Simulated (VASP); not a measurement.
# CsSnI3 (Pm-3m) in VASP: settings compared

CsSnI3 is run at these levels: PBEsol, r2SCAN; tasks: single point.

Program: VASP 6.6.1. These are calculated values, not measurements. Logs are shortened: lines on timing, memory, paths and dates and some standing lists are left out, and cuts for length are marked.

## Step 1: The cell of the first run

The structure is cubic, space group Pm-3m (No. 221). The conventional cell has a = 6.157 Å, b = 6.157 Å, c = 6.157 Å, α = 90.00°, β = 90.00°, γ = 90.00°. Cs (site symmetry m-3m) has 12 I at 4.35 Å and 8 Sn at 5.33 Å within 5.7 Å. Within 4.1 Å of Sn (site symmetry m-3m) lie 6 I at 3.08 Å. Within 4.1 Å of I (site symmetry 4/mmm) lie 2 Sn at 3.08 Å.

## Step 2: Single point, PBEsol

INCAR reads:

```
PREC = Accurate
ENCUT = 520
EDIFF = 1E-7
ISMEAR = -1
SIGMA = 0.05
LREAL = False
LASPH = True
NELM = 60
ALGO = Normal
ISIF = 2
LWAVE = False
LCHARG = False
GGA = PS
NBANDS = 30
```

KPOINTS reads:

```
Automatic mesh
0
Gamma
  4 4 4
```

POSCAR reads:

```
CsSnI3
1.0
    6.1572310000      0.0000000000      0.0000000000
    0.0000000000      6.1572310000      0.0000000000
    0.0000000000      0.0000000000      6.1572310000
Cs Sn I
1 1 3
Direct
    0.0000000000      0.0000000000      0.0000000000
    0.5000000000      0.5000000000      0.5000000000
    0.5000000000      0.5000000000      0.0000000000
    0.0000000000      0.5000000000      0.5000000000
    0.5000000000      0.0000000000      0.5000000000
```

Potentials or basis: VASP PAW PBE potentials, release 64 (Cs_sv, Sn_d, I).

Run with:

```sh
$ cat potpaw_PBE.64/Cs_sv/POTCAR potpaw_PBE.64/Sn_d/POTCAR potpaw_PBE.64/I/POTCAR > POTCAR
$ mpirun -np 1 vasp_std > vasp.out
```

OUTCAR:

```text
PREC = Accurate
   ENCUT = 520
   EDIFF = 1E-7
   ISMEAR = -1
   LREAL = False
   LASPH = True
   NELM = 60
   ISIF = 2
   GGA = PS

 ion  position               nearest neighbor table
   1  0.000  0.000  0.000-
   2  0.500  0.500  0.500-   3 3.08   4 3.08   5 3.08   3 3.08   5 3.08   4 3.08
   3  0.500  0.500  0.000-   2 3.08   2 3.08
   4  0.000  0.500  0.500-   2 3.08   2 3.08
   5  0.500  0.000  0.500-   2 3.08   2 3.08

  LATTYP: Found a simple cubic cell.
 ALAT       =     6.1572310000

  Lattice vectors:

 A1 = (   6.1572310000,   0.0000000000,   0.0000000000)
 A2 = (   0.0000000000,   6.1572310000,   0.0000000000)
 A3 = (   0.0000000000,   0.0000000000,   6.1572310000)

Analysis of symmetry for initial positions (statically):
=====================================================================
 Subroutine PRICEL returns:
 Original cell was already a primitive cell.

 Routine SETGRP: Setting up the symmetry group for a
 simple cubic supercell.

 Subroutine GETGRP returns: Found 48 space group operations
 (whereof 48 operations were pure point group operations)
 out of a pool of 48 trial point group operations.

The static configuration has the point symmetry O_h .

Analysis of symmetry for dynamics (positions and initial velocities):
=====================================================================
 Subroutine PRICEL returns:
 Original cell was already a primitive cell.

 Routine SETGRP: Setting up the symmetry group for a
 simple cubic supercell.

 Subroutine GETGRP returns: Found 48 space group operations
 (whereof 48 operations were pure point group operations)
 out of a pool of 48 trial point group operations.

The dynamic configuration has the point symmetry O_h .

 Subroutine INISYM returns: Found 48 space group operations
 (whereof 48 operations are pure point group operations),
 and found     1 'primitive' translations

----------------------------------------------------------------------------------------

                                     Primitive cell

  volume of cell :     233.4298

  direct lattice vectors                    reciprocal lattice vectors
     6.157231000  0.000000000  0.000000000     0.162410668  0.000000000  0.000000000
     0.000000000  6.157231000  0.000000000     0.000000000  0.162410668  0.000000000
     0.000000000  0.000000000  6.157231000     0.000000000  0.000000000  0.162410668

  length of vectors
     6.157231000  6.157231000  6.157231000     0.162410668  0.162410668  0.162410668

  position of ions in fractional coordinates (direct lattice)
     0.000000000  0.000000000  0.000000000
     0.500000000  0.500000000  0.500000000
     0.500000000  0.500000000  0.000000000
     0.000000000  0.500000000  0.500000000
     0.500000000  0.000000000  0.500000000

  ion indices of the primitive-cell ions
   primitive index   ion index
                 1           1
                 2           2
                 3           3
                 4           4
                 5           5

----------------------------------------------------------------------------------------

 KPOINTS: Automatic mesh

Automatic generation of k-mesh.
 Grid dimensions read from file:
 generate k-points for:    4    4    4

 Generating k-lattice:

  Cartesian coordinates                     Fractional coordinates (reciprocal lattice)
     0.040602667  0.000000000  0.000000000     0.250000000  0.000000000  0.000000000
     0.000000000  0.040602667  0.000000000     0.000000000  0.250000000  0.000000000
     0.000000000  0.000000000  0.040602667     0.000000000  0.000000000  0.250000000

  Length of vectors
     0.040602667  0.040602667  0.040602667

  Shift w.r.t. Gamma in fractional coordinates (k-lattice)
     0.000000000  0.000000000  0.000000000

 Subroutine IBZKPT returns following result:
 ===========================================

 Found     10 irreducible k-points:

 Following reciprocal coordinates:
            Coordinates               Weight
  0.000000  0.000000  0.000000      1.000000
  0.250000  0.000000  0.000000      6.000000
  0.500000  0.000000  0.000000      3.000000
  0.250000  0.250000  0.000000     12.000000
  0.500000  0.250000  0.000000     12.000000
  0.500000  0.500000  0.000000      3.000000
  0.250000  0.250000  0.250000      8.000000
  0.500000  0.250000  0.250000     12.000000
  0.500000  0.500000  0.250000      6.000000
  0.500000  0.500000  0.500000      1.000000
   k-points           NKPTS =     10   k-points in BZ     NKDIM =     10   number of bands    NBANDS=     30
   number of dos      NEDOS =    301   number of ions     NIONS =      5
   total plane-waves  NPLWV = 110592
   dimension x,y,z NGX =    48 NGY =   48 NGZ =   48
   dimension x,y,z NGXF=    96 NGYF=   96 NGZF=   96
   ions per type =               1   1   3
   NGX,Y,Z   is equivalent  to a cutoff of  12.96, 12.96, 12.96 a.u.
   NGXF,Y,Z  is equivalent  to a cutoff of  25.92, 25.92, 25.92 a.u.
 SYSTEM =  unknown system
   PREC   = accura    normal or accurate (medium, high low for compatibility)
   ISTART =      0    job   : 0-new  1-cont  2-samecut
   ICHARG =      2    charge: 1-file 2-atom 10-const
   ISPIN  =      1    spin polarized calculation?
   LNONCOLLINEAR =      F non collinear calculations
   LSORBIT =      F    spin-orbit coupling
   LASPH  =      T    aspherical Exc in radial PAW
   ENCUT  =  520.0 eV  38.22 Ry    6.18 a.u.  11.45 11.45 11.45*2*pi/ulx,y,z
   NELM   =     60;   NELMIN=  2; NELMDL= -5     # of ELM steps
   EDIFF  = 0.1E-06   stopping-criterion for ELM
   LREAL  =      F    real-space projection
   EDIFFG = 0.1E-05   stopping-criterion for IOM
   NSW    =      0    number of steps for IOM
   IBRION =     -1    ionic relax: 0-MD 1-quasi-New 2-CG
   NFREE  =      0    steps in history (QN), initial steepest desc. (CG)
   ISIF   =      2    stress and relaxation
   ISYM   =      2    0-nonsym 1-usesym 2-fastsym
   POTIM  = 0.5000    time-step for ionic-motion
   TEBEG  =    0.0;   TEEND  =   0.0 temperature during run
   PSTRESS=    0.0 pullay stress
   NELECT =      44.0000    total number of electrons
   NUPDOWN=      -1.0000    fix difference up-down
   EMIN   =  10.00;   EMAX   =-10.00  energy-range for DOS
   EFERMI =   0.00;   METHOD = LEGACY
   ISMEAR =    -1;   SIGMA  =   0.05  broadening in eV -4-tet -1-fermi 0-gaus
   EFERMI_NEDOS =   21; number of points for ismear=-14 and -15
   IALGO  =     38    algorithm
   IMIX   =      4    mixing-type and parameters
     AMIX     =   0.40;   BMIX     =  1.00
     AMIX_MAG =   1.60;   BMIX_MAG =  1.00
  volume/ion in A,a.u.               =      46.69       315.05
  Fermi-wavevector in a.u.,A,eV,Ry     =   0.938657  1.773805 11.987781  0.881077
  Thomas-Fermi vector in A             =   2.065891
   LORBIT       =      0    0 simple, 1 ext, 2 COOP (PROOUT), +10 PAW based schemes
   GGA     = PS    functional components
   LHFCALC =     F    Hartree Fock is set to
   AEXX    =    0.0000 exact exchange contribution
   IVDW    =     0    specifies the selected vdW correction
   LEPSILON=     F    determine dielectric tensor
   LRPA    =     F    only Hartree local field effects (RPA)
 non-spin polarized calculation
  energy-cutoff  :      520.00
  volume of cell :      233.43
 maximum number of plane-waves:      6355
 NGX is ok and might be reduce to    48
   NGX = 23   NGY = 23   NGZ = 23

 number of electron      44.0000000 magnetization

 Free energy of the ion-electron system (eV)
  ---------------------------------------------------
  ext. energy  EPLUGINS =         0.00000000
  ---------------------------------------------------
  free energy    TOTEN  =       -15.00639182 eV

  energy without entropy =      -15.00371398  energy(sigma->0) =      -15.00505290

 E-fermi :   3.1105     XC(G=0):  -7.7883

 val. band max:        3.0746251170   @ k =   0.5000   0.5000   0.5000
 cond. band min:       3.2166795070   @ k =   0.5000   0.5000   0.5000
 fundamental gap:      0.1420543900
 Fermi energy:         3.1105266203

 k-point     1 :       0.0000    0.0000    0.0000
  band No.  band energies     occupation
      1     -19.3026      2.00000
      2     -19.0412      2.00000
      3     -19.0412      2.00000
      4     -19.0165      2.00000
      5     -19.0165      2.00000
      6     -19.0165      2.00000
[... 22 lines left out ...]
     29       7.7639      0.00000
     30       7.7639      0.00000

 k-point     2 :       0.2500    0.0000    0.0000
  band No.  band energies     occupation
      1     -19.3024      2.00000
      2     -19.0412      2.00000
      3     -19.0403      2.00000
      4     -19.0166      2.00000
      5     -19.0166      2.00000
      6     -19.0165      2.00000
[... 22 lines left out ...]
     29       6.8053      0.00000
     30       7.6450      0.00000

 k-point     3 :       0.5000    0.0000    0.0000
  band No.  band energies     occupation
      1     -19.3021      2.00000
      2     -19.0412      2.00000
      3     -19.0393      2.00000
      4     -19.0167      2.00000
      5     -19.0167      2.00000
      6     -19.0165      2.00000
[... 22 lines left out ...]
     29       7.3628      0.00000
     30       7.3628      0.00000

 k-point     4 :       0.2500    0.2500    0.0000
  band No.  band energies     occupation
      1     -19.3021      2.00000
      2     -19.0407      2.00000
      3     -19.0398      2.00000
      4     -19.0167      2.00000
      5     -19.0166      2.00000
      6     -19.0166      2.00000
[... 22 lines left out ...]
     29       7.0588      0.00000
     30       7.4475      0.00000

 k-point     5 :       0.5000    0.2500    0.0000
  band No.  band energies     occupation
      1     -19.3019      2.00000
      2     -19.0406      2.00000
      3     -19.0390      2.00000
      4     -19.0168      2.00000
      5     -19.0167      2.00000
      6     -19.0166      2.00000
[... 22 lines left out ...]
     29       7.4089      0.00000
     30       7.8958      0.00000

 k-point     6 :       0.5000    0.5000    0.0000
  band No.  band energies     occupation
      1     -19.3017      2.00000
      2     -19.0403      2.00000
      3     -19.0384      2.00000
      4     -19.0169      2.00000
      5     -19.0167      2.00000
      6     -19.0167      2.00000
[... 22 lines left out ...]
     29       8.1041      0.00000
     30       8.1224      0.00000

 k-point     7 :       0.2500    0.2500    0.2500
  band No.  band energies     occupation
      1     -19.3019      2.00000
      2     -19.0398      2.00000
      3     -19.0398      2.00000
      4     -19.0167      2.00000
      5     -19.0167      2.00000
      6     -19.0167      2.00000
[... 22 lines left out ...]
     29       7.5580      0.00000
     30       7.8308      0.00000

 k-point     8 :       0.5000    0.2500    0.2500
  band No.  band energies     occupation
      1     -19.3017      2.00000
      2     -19.0398      2.00000
      3     -19.0388      2.00000
      4     -19.0168      2.00000
      5     -19.0168      2.00000
      6     -19.0167      2.00000
[... 22 lines left out ...]
     29       7.4904      0.00000
     30       7.5172      0.00000

 k-point     9 :       0.5000    0.5000    0.2500
  band No.  band energies     occupation
      1     -19.3015      2.00000
      2     -19.0393      2.00000
      3     -19.0384      2.00000
      4     -19.0169      2.00000
      5     -19.0168      2.00000
      6     -19.0168      2.00000
[... 22 lines left out ...]
     29       7.1945      0.00000
     30       7.8057      0.00000

 k-point    10 :       0.5000    0.5000    0.5000
  band No.  band energies     occupation
      1     -19.3013      2.00000
      2     -19.0384      2.00000
      3     -19.0384      2.00000
      4     -19.0169      2.00000
      5     -19.0169      2.00000
      6     -19.0169      2.00000
[... 22 lines left out ...]
     29       6.8827      0.00000
     30       8.1490      0.00000

------------------------ aborting loop because EDIFF is reached ----------------------------------------

  FORCE on cell =-STRESS in cart. coord.  units (eV):
  Direction    XX          YY          ZZ          XY          YZ          ZX
  --------------------------------------------------------------------------------------
  -------------------------------------------------------------------------------------
  Total       -0.0352424     -0.0352424     -0.0352424     -0.0000000     -0.0000000     -0.0000000
  in kB       -0.2418911     -0.2418911     -0.2418911     -0.0000000     -0.0000000     -0.0000000
  external PRESSURE =      -0.2418911 kB  Pullay stress =       0.0000000 kB

 VOLUME and BASIS-vectors are now :
 -----------------------------------------------------------------------------
  energy-cutoff  :      520.00
  volume of cell :      233.43
      direct lattice vectors                 reciprocal lattice vectors
     6.157231000  0.000000000  0.000000000     0.162410668  0.000000000  0.000000000
     0.000000000  6.157231000  0.000000000     0.000000000  0.162410668  0.000000000
     0.000000000  0.000000000  6.157231000     0.000000000  0.000000000  0.162410668

 POSITION                                       TOTAL-FORCE (eV/Angst)
 -----------------------------------------------------------------------------------
      0.00000      0.00000      0.00000         0.000000      0.000000      0.000000
      3.07862      3.07862      3.07862         0.000000      0.000000      0.000000
      3.07862      3.07862      0.00000         0.000000      0.000000      0.000000
      0.00000      3.07862      3.07862         0.000000      0.000000      0.000000
      3.07862      0.00000      3.07862         0.000000      0.000000      0.000000
 -----------------------------------------------------------------------------------
    total drift:                                0.000000     -0.000000     -0.000000

  FREE ENERGIE OF THE ION-ELECTRON SYSTEM (eV)
  ---------------------------------------------------
  free  energy   TOTEN  =       -15.0063918220 eV

  energy  without entropy=      -15.0037139802  energy(sigma->0) =      -15.00505290
```

Run time: 44 s. Hardware: 1 thread of Intel Xeon 6975P-C, shared host; peak memory 0.35 GiB.

Results:

* Free energy: -15.0064 eV
* Pressure: 0.0 GPa
* Band gap on the k mesh: 0.14 eV, direct

Caveat: the PAW data sets were made with another functional, which shifts forces and pressure a little; spin-orbit coupling is left out, which moves the levels of the heavy elements.

## Step 3: Single point, r2SCAN

POSCAR is that of step 2.

INCAR.step1 reads:

```
SYSTEM = CsSnI3
PREC     = Accurate       ! precision mode
ENCUT    = 520            ! plane-wave cutoff, eV
ISMEAR   = -1             ! smearing method
SIGMA    = 0.05           ! smearing width, eV
LREAL    = .FALSE.        ! projectors in reciprocal space
LASPH    = .TRUE.         ! aspherical terms in the spheres
NELM     = 100            ! most SCF steps
NBANDS   = 30             ! bands
GGA      = PE             ! functional
ALGO     = Normal         ! electronic algorithm
EDIFF    = 1E-4           ! SCF threshold, eV
LWAVE    = .TRUE.         ! write WAVECAR
LCHARG   = .FALSE.        ! write CHGCAR
```

INCAR.step2 reads:

```
SYSTEM = CsSnI3
PREC     = Accurate       ! precision mode
ENCUT    = 520            ! plane-wave cutoff, eV
EDIFF    = 1E-6           ! SCF threshold, eV
ISMEAR   = -1             ! smearing method
SIGMA    = 0.05           ! smearing width, eV
LREAL    = .FALSE.        ! projectors in reciprocal space
LASPH    = .TRUE.         ! aspherical terms in the spheres
NELM     = 100            ! most SCF steps
ALGO     = Normal         ! electronic algorithm
ISIF     = 2              ! what is computed and relaxed
LWAVE    = .FALSE.        ! write WAVECAR
LCHARG   = .FALSE.        ! write CHGCAR
METAGGA  = R2SCAN         ! meta-GGA
LMIXTAU  = .TRUE.       
NBANDS   = 30             ! bands
ISTART   = 1
```

KPOINTS reads:

```
regular mesh
0
G
  4 4 4
  0 0 0
```

Potentials or basis: VASP PAW PBE potentials, release 64 (Cs_sv, Sn_d, I).

Run with:

```sh
$ cat potpaw_PBE.64/Cs_sv/POTCAR potpaw_PBE.64/Sn_d/POTCAR potpaw_PBE.64/I/POTCAR > POTCAR
$ cp INCAR.step1 INCAR
$ mpirun -np 1 vasp_std > vasp.out
$ cp INCAR.step2 INCAR
$ mpirun -np 1 vasp_std > vasp.out
```

Run time: 3 min. Hardware: 1 thread of Intel Xeon 6975P-C, shared host; peak memory 0.41 GiB.

It converged, with:

| Property | Result |
| --- | --- |
| Free energy | -128.6071 eV |
| Pressure | 0.8 GPa |
| Band gap on the k mesh | 0.31 eV, direct |

Levels at points of the mesh, in eV from the valence-band top:
```
           k point  band 18  band 19  band 20  band 21  band 22  band 23  band 24  band 25  band 26  band 27
(0.00, 0.00, 0.00)    -2.81    -2.81    -2.63    -2.63    -2.63     2.38     3.11     3.11     3.50     3.50
(0.50, 0.00, 0.00)    -3.06    -2.98    -2.77    -2.77    -1.84     1.06     3.97     4.04     4.32     4.34
(0.50, 0.50, 0.00)    -3.13    -3.13    -3.00    -2.18    -0.91     0.75     0.75     4.18     4.43     4.60
(0.50, 0.50, 0.50)    -2.99    -2.16    -2.16    -2.16     0.00     0.31     0.31     0.31     3.16     4.14
```

Caveat: the PAW data sets were made with another functional, which shifts forces and pressure a little; spin-orbit coupling is left out, which moves the levels of the heavy elements. A k mesh can miss the band edges.
